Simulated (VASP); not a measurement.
# Ti (I4/mmm) in VASP: notebook

The runs below take Ti through single point, with PBE.

All numbers are computed with VASP 6.6.1; they aren't measurements. Logs are shortened: lines on timing, memory, paths and dates and some standing lists are left out, and cuts for length are marked.

**1. The cell of the first run**

The structure is tetragonal, space group I4/mmm (No. 139). The conventional cell has a = 3.216 Å, b = 3.216 Å, c = 3.282 Å, α = 90.00°, β = 90.00°, γ = 90.00°. Ti (site symmetry 4/mmm) has 14 Ti at 2.80 to 3.28 Å within 3.7 Å.

**2. Single point, PBE (equal xx and yy strain of -2 %)**

File INCAR:

```
  PREC = Accurate
  ENCUT = 520
  EDIFF = 1E-6
  ISMEAR = -1
  SIGMA = 0.05
  LREAL = F
  LASPH = T
  NELM = 100
  ALGO = Normal
  ISIF = 2
  LWAVE = F
  LCHARG = T
  GGA = PE
  LELF = T
  LVHAR = T
  NBANDS = 12
```

File KPOINTS:

```
regular mesh
0
Gamma
  14 14 14
```

File POSCAR:

```
Ti
1.0
   -1.6081800000      1.6081800000      1.6410000000
    1.6081800000     -1.6081800000      1.6410000000
    1.6081800000      1.6081800000     -1.6410000000
Ti
1
Direct
    0.0000000000      0.0000000000      0.0000000000
```

Potentials or basis: VASP PAW PBE potentials, release 64 (Ti_sv).

Command:

```console
$ cat potpaw_PBE.64/Ti_sv/POTCAR > POTCAR
$ mpirun -np 1 vasp_std > vasp.out
```

OUTCAR:

```text
PREC = Accurate
   ENCUT = 520
   EDIFF = 1E-6
   ISMEAR = -1
   LREAL = F
   LASPH = T
   NELM = 100
   ISIF = 2
   GGA = PE

 ion  position               nearest neighbor table
   1  0.000  0.000  0.000-

  LATTYP: Found a body centered tetragonal cell.
 ALAT       =     3.2163600000
 C/A-ratio  =     1.0204081633

  Lattice vectors:

 A1 = (  -1.6081800000,   1.6081800000,   1.6410000000)
 A2 = (   1.6081800000,  -1.6081800000,   1.6410000000)
 A3 = (   1.6081800000,   1.6081800000,  -1.6410000000)

Analysis of symmetry for initial positions (statically):
=====================================================================
 Subroutine PRICEL returns:
 Original cell was already a primitive cell.

 Routine SETGRP: Setting up the symmetry group for a
 body centered tetragonal supercell.

 Subroutine GETGRP returns: Found 16 space group operations
 (whereof 16 operations were pure point group operations)
 out of a pool of 16 trial point group operations.

The static configuration has the point symmetry D_4h.

Analysis of symmetry for dynamics (positions and initial velocities):
=====================================================================
 Subroutine PRICEL returns:
 Original cell was already a primitive cell.

 Routine SETGRP: Setting up the symmetry group for a
 body centered tetragonal supercell.

 Subroutine GETGRP returns: Found 16 space group operations
 (whereof 16 operations were pure point group operations)
 out of a pool of 16 trial point group operations.

The dynamic configuration has the point symmetry D_4h.

 Subroutine INISYM returns: Found 16 space group operations
 (whereof 16 operations are pure point group operations),
 and found     1 'primitive' translations

----------------------------------------------------------------------------------------

                                     Primitive cell

  volume of cell :      16.9761

  direct lattice vectors                    reciprocal lattice vectors
    -1.608180000  1.608180000  1.641000000     0.000000000  0.310910470  0.304692261
     1.608180000 -1.608180000  1.641000000     0.310910470  0.000000000  0.304692261
     1.608180000  1.608180000 -1.641000000     0.310910470  0.310910470  0.000000000

  length of vectors
     2.804526132  2.804526132  2.804526132     0.435319072  0.435319072  0.439693804

  position of ions in fractional coordinates (direct lattice)
     0.000000000  0.000000000  0.000000000

  ion indices of the primitive-cell ions
   primitive index   ion index
                 1           1

----------------------------------------------------------------------------------------

 KPOINTS: regular mesh

Automatic generation of k-mesh.
 Grid dimensions read from file:
 generate k-points for:   14   14   14

 Generating k-lattice:

  Cartesian coordinates                     Fractional coordinates (reciprocal lattice)
     0.000000000  0.022207891  0.021763733     0.071428571  0.000000000 -0.000000000
     0.022207891  0.000000000  0.021763733     0.000000000  0.071428571 -0.000000000
     0.022207891  0.022207891  0.000000000     0.000000000  0.000000000  0.071428571

  Length of vectors
     0.031094219  0.031094219  0.031406700

  Shift w.r.t. Gamma in fractional coordinates (k-lattice)
     0.000000000  0.000000000  0.000000000

 Subroutine IBZKPT returns following result:
 ===========================================

 Found    244 irreducible k-points:

 Following reciprocal coordinates:
            Coordinates               Weight
  0.000000  0.000000  0.000000      1.000000
  0.071429  0.000000 -0.000000      8.000000
  0.142857  0.000000 -0.000000      8.000000
  0.214286  0.000000 -0.000000      8.000000
  0.285714  0.000000 -0.000000      8.000000
  0.357143  0.000000 -0.000000      8.000000
[... 16 lines left out ...]
  0.214286  0.142857 -0.000000     16.000000
  0.285714  0.142857 -0.000000     16.000000
 [... further k-points ...]
   k-points           NKPTS =    244   k-points in BZ     NKDIM =    244   number of bands    NBANDS=     12
   number of dos      NEDOS =    301   number of ions     NIONS =      1
   total plane-waves  NPLWV =  13824
   dimension x,y,z NGX =    24 NGY =   24 NGZ =   24
   dimension x,y,z NGXF=    48 NGYF=   48 NGZF=   48
   ions per type =               1
   NGX,Y,Z   is equivalent  to a cutoff of  14.23, 14.23, 14.23 a.u.
   NGXF,Y,Z  is equivalent  to a cutoff of  28.45, 28.45, 28.45 a.u.
 SYSTEM =  unknown system
   PREC   = accura    normal or accurate (medium, high low for compatibility)
   ISTART =      0    job   : 0-new  1-cont  2-samecut
   ICHARG =      2    charge: 1-file 2-atom 10-const
   ISPIN  =      1    spin polarized calculation?
   LNONCOLLINEAR =      F non collinear calculations
   LSORBIT =      F    spin-orbit coupling
   LASPH  =      T    aspherical Exc in radial PAW
   ENCUT  =  520.0 eV  38.22 Ry    6.18 a.u.   5.21  5.21  5.21*2*pi/ulx,y,z
   NELM   =    100;   NELMIN=  2; NELMDL= -5     # of ELM steps
   EDIFF  = 0.1E-05   stopping-criterion for ELM
   LREAL  =      F    real-space projection
   EDIFFG = 0.1E-04   stopping-criterion for IOM
   NSW    =      0    number of steps for IOM
   IBRION =     -1    ionic relax: 0-MD 1-quasi-New 2-CG
   NFREE  =      0    steps in history (QN), initial steepest desc. (CG)
   ISIF   =      2    stress and relaxation
   ISYM   =      2    0-nonsym 1-usesym 2-fastsym
   POTIM  = 0.5000    time-step for ionic-motion
   TEBEG  =    0.0;   TEEND  =   0.0 temperature during run
   PSTRESS=    0.0 pullay stress
   NELECT =      12.0000    total number of electrons
   NUPDOWN=      -1.0000    fix difference up-down
   EMIN   =  10.00;   EMAX   =-10.00  energy-range for DOS
   EFERMI =   0.00;   METHOD = LEGACY
   ISMEAR =    -1;   SIGMA  =   0.05  broadening in eV -4-tet -1-fermi 0-gaus
   EFERMI_NEDOS =   21; number of points for ismear=-14 and -15
   IALGO  =     38    algorithm
   IMIX   =      4    mixing-type and parameters
     AMIX     =   0.40;   BMIX     =  1.00
     AMIX_MAG =   1.60;   BMIX_MAG =  1.00
  volume/ion in A,a.u.               =      16.98       114.56
  Fermi-wavevector in a.u.,A,eV,Ry     =   1.458330  2.755845 28.935888  2.126728
  Thomas-Fermi vector in A             =   2.575027
   LORBIT       =      0    0 simple, 1 ext, 2 COOP (PROOUT), +10 PAW based schemes
   GGA     = PE    functional components
   LHFCALC =     F    Hartree Fock is set to
   AEXX    =    0.0000 exact exchange contribution
   IVDW    =     0    specifies the selected vdW correction
   LEPSILON=     F    determine dielectric tensor
   LRPA    =     F    only Hartree local field effects (RPA)
 non-spin polarized calculation
  energy-cutoff  :      520.00
  volume of cell :       16.98
 maximum number of plane-waves:       474
 NGX is ok and might be reduce to    24
   NGX = 11   NGY = 11   NGZ = 11

 number of electron      11.9999997 magnetization

 Free energy of the ion-electron system (eV)
  ---------------------------------------------------
  ext. energy  EPLUGINS =         0.00000000
  ---------------------------------------------------
  free energy    TOTEN  =        -7.73255012 eV

  energy without entropy =       -7.71297843  energy(sigma->0) =       -7.72276427

 E-fermi :   8.3187     XC(G=0): -11.6017

 val. band max:        8.3183497796   @ k =   0.5000   0.2857   0.0714
 cond. band min:       8.3230395699   @ k =   0.5000   0.2857   0.0000
 fundamental gap:      0.0046897902
 Fermi energy:         8.3187491665

 k-point     1 :       0.0000    0.0000    0.0000
  band No.  band energies     occupation
      1     -48.1642      2.00000
      2     -23.9936      2.00000
      3     -23.9936      2.00000
      4     -23.9921      2.00000
      5       2.3226      2.00000
      6       9.2862      0.00000
      7       9.2862      0.00000
      8       9.4322      0.00000
      9      11.0504      0.00000
     10      11.2218      0.00000
     11      25.6627      0.00000
     12      26.0248      0.00000

 k-point     2 :       0.0714    0.0000   -0.0000
  band No.  band energies     occupation
      1     -48.1572      2.00000
      2     -24.0303      2.00000
      3     -24.0048      2.00000
      4     -23.9929      2.00000
      5       2.4998      2.00000
      6       9.2588      0.00000
      7       9.2646      0.00000
      8       9.5091      0.00000
      9      10.9750      0.00000
     10      11.2046      0.00000
     11      25.5226      0.00000
     12      25.8989      0.00000

 k-point     3 :       0.1429    0.0000   -0.0000
  band No.  band energies     occupation
      1     -48.1376      2.00000
      2     -24.1342      2.00000
      3     -24.0361      2.00000
      4     -23.9932      2.00000
      5       3.0098      2.00000
      6       9.0589      0.00000
      7       9.1540      0.00000
      8       9.8686      0.00000
      9      10.8139      0.00000
     10      11.2013      0.00000
     11      24.7279      0.00000
     12      25.5860      0.00000
[... 286 lines left out ...]
 k-point    23 :       0.2143    0.1429   -0.0000
  band No.  band energies     occupation
      1     -48.0656      2.00000
      2     -24.4645      2.00000
      3     -24.1494      2.00000
      4     -24.0311      2.00000
      5       5.0781      2.00000
      6       8.2766      1.39816
      7       8.5076      0.04476
      8      10.6910      0.00000
      9      11.3733      0.00000
     10      11.6968      0.00000
     11      21.5003      0.00000
     12      22.5940      0.00000

 k-point    24 :       0.2857    0.1429   -0.0000
  band No.  band energies     occupation
      1     -48.0395      2.00000
      2     -24.5710      2.00000
      3     -24.2083      2.00000
      4     -24.0357      2.00000
      5       5.8249      2.00000
      6       8.0871      1.98073
      7       8.4016      0.32033
      8      10.8698      0.00000
      9      11.4419      0.00000
     10      12.5008      0.00000
     11      19.5524      0.00000
     12      21.8370      0.00000

 [... further k-points ...]
[... 5 lines left out ...]
  --------------------------------------------------------------------------------------
  -------------------------------------------------------------------------------------
  Total        0.1506380      0.1506380      0.1993347      0.0000000      0.0000000      0.0000000
  in kB       14.2169738     14.2169738     18.8128894      0.0000000      0.0000000      0.0000000
  external PRESSURE =      15.7489457 kB  Pullay stress =       0.0000000 kB

 VOLUME and BASIS-vectors are now :
 -----------------------------------------------------------------------------
  energy-cutoff  :      520.00
  volume of cell :       16.98
      direct lattice vectors                 reciprocal lattice vectors
    -1.608180000  1.608180000  1.641000000     0.000000000  0.310910470  0.304692261
     1.608180000 -1.608180000  1.641000000     0.310910470  0.000000000  0.304692261
     1.608180000  1.608180000 -1.641000000     0.310910470  0.310910470  0.000000000

 POSITION                                       TOTAL-FORCE (eV/Angst)
 -----------------------------------------------------------------------------------
      0.00000      0.00000      0.00000         0.000000      0.000000     -0.000000
 -----------------------------------------------------------------------------------
    total drift:                               -0.000000      0.000000      0.000000

  FREE ENERGIE OF THE ION-ELECTRON SYSTEM (eV)
  ---------------------------------------------------
  free  energy   TOTEN  =        -7.7325501226 eV

  energy  without entropy=       -7.7129784252  energy(sigma->0) =       -7.72276427
```

Run time: 23 s. Hardware: 1 thread of AMD EPYC 9R45 (Zen 5), shared host; peak memory 0.14 GiB.

Results:

```
Free energy            : -7.7326 eV
Pressure               : 1.6 GPa
Band gap on the k mesh : zero (bands 6 and 7 overlap by 1.63 eV)
```

Levels at points of the mesh, in eV from the Fermi level:
| k point | band 4 | band 5 | band 6 | band 7 | band 8 | band 9 |
| --- | --- | --- | --- | --- | --- | --- |
| (0.00, 0.00, 0.00) | -32.31 | -6.00 | 0.97 | 0.97 | 1.11 | 2.73 |
| (0.50, 0.00, 0.00) | -32.31 | -2.50 | -0.35 | 1.17 | 2.74 | 3.17 |
| (0.50, 0.50, 0.00) | -32.33 | -2.50 | -0.53 | 1.31 | 2.93 | 3.22 |
| (0.50, 0.50, 0.50) | -32.80 | -2.20 | -2.15 | 4.01 | 4.05 | 4.05 |

Caveat: the cell differs from its parent crystal (equal xx and yy strain of -2 %).

**3. Single point, PBE (equal xx and yy strain of +1 %)**

File INCAR:

```
SYSTEM = Ti
PREC = Accurate
ENCUT = 520
EDIFF = 1E-6
ISMEAR = -1
SIGMA = 0.05
LREAL = .FALSE.
LASPH = .TRUE.
NELM = 60
ALGO = Normal
ISIF = 2
LWAVE = .FALSE.
LCHARG = .FALSE.
GGA = PE
NBANDS = 12
```

File KPOINTS:

```
Automatic mesh
0
G
  14 14 14
  0 0 0
```

File POSCAR:

```
Ti
1.0
   -1.6574100000      1.6574100000      1.6410000000
    1.6574100000     -1.6574100000      1.6410000000
    1.6574100000      1.6574100000     -1.6410000000
Ti
1
Direct
    0.0000000000      0.0000000000      0.0000000000
```

Potentials or basis: VASP PAW PBE potentials, release 64 (Ti_sv).

Command:

```console
$ cat potpaw_PBE.64/Ti_sv/POTCAR > POTCAR
$ mpirun -np 1 vasp_std > vasp.out
```

It took 23 s on 1 thread of AMD EPYC 9R45 (Zen 5), shared host; peak memory 0.14 GiB.

Results (log left out):

```yaml
Free_energy: -7.7222 eV
Pressure: -4.5 GPa
Band_gap_on_the_k_mesh: zero (bands 6 and 7 overlap by 1.57 eV)
```

Stress tensor (GPa, compression positive):
```
-4.37  0.00  0.00
 0.00 -4.37  0.00
 0.00  0.00 -4.69
```

Levels at points of the mesh, in eV from the Fermi level:
```csv
k point,band 2,band 3,band 4,band 5,band 6,band 7,band 8,band 9,band 10,band 11
"(0.00, 0.00, 0.00)",-32.50,-32.50,-32.50,-5.86,0.91,0.98,0.98,2.59,2.67,17.09
"(0.50, 0.00, 0.00)",-33.09,-32.69,-32.51,-2.36,-0.38,1.06,2.64,2.96,4.07,8.39
"(0.50, 0.50, 0.00)",-33.10,-32.69,-32.50,-2.36,-0.30,1.00,2.56,2.93,4.06,8.32
"(0.50, 0.50, 0.50)",-32.91,-32.91,-32.90,-1.99,-1.96,3.73,3.73,3.75,7.99,7.99
```

Caveat: the cell differs from its parent crystal (equal xx and yy strain of +1 %); the cell stands under tension.
